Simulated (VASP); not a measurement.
TaN: electric field gradients with PBE

The system is TaN.

```
Ta N
1.0
     0.00000    2.17900    2.17900
     2.17900    0.00000    2.17900
     2.17900    2.17900    0.00000
Ta N
1 1
Direct
  0.50000 0.50000 0.50000
  0.00000 0.00000 0.00000
```

```
Program                : VASP 6.6.1
Task                   : electric field gradients
Functional             : PBE
Potentials or basis    : VASP PAW PBE potentials, release 64 (Ta_pv, N)
Cutoff                 : 520 eV
k mesh                 : 9 × 9 × 9
Occupations            : fermi-dirac, width 0.02 eV
Spin                   : no spin polarisation
Dipole correction      : no
Further INCAR settings : ALGO = Normal; EDIFF = 1e-08; NBANDS = 15
```

- Pressure: 15.4 GPa
- Band gap on the k mesh: zero (band 8 reaches 11.47 eV, above the bottom of band 9 at 7.67 eV)

Levels at points of the mesh, in eV from the Fermi level:
```tsv
k point	band 6	band 7	band 8	band 9	band 10	band 11
(0.00, 0.00, 0.00)	-3.81	-3.81	-2.09	-2.09	-2.09	0.17
```

Wall time 24 s on 1 thread of Intel Xeon 8259CL, on a shared host, peak memory 0.11 GiB.

Caveat: without QUAD_EFG the Cq values of the log hold for a quadrupole moment of 1 mb, not for the nuclei; spin-orbit coupling is left out, which moves the levels of the heavy elements.
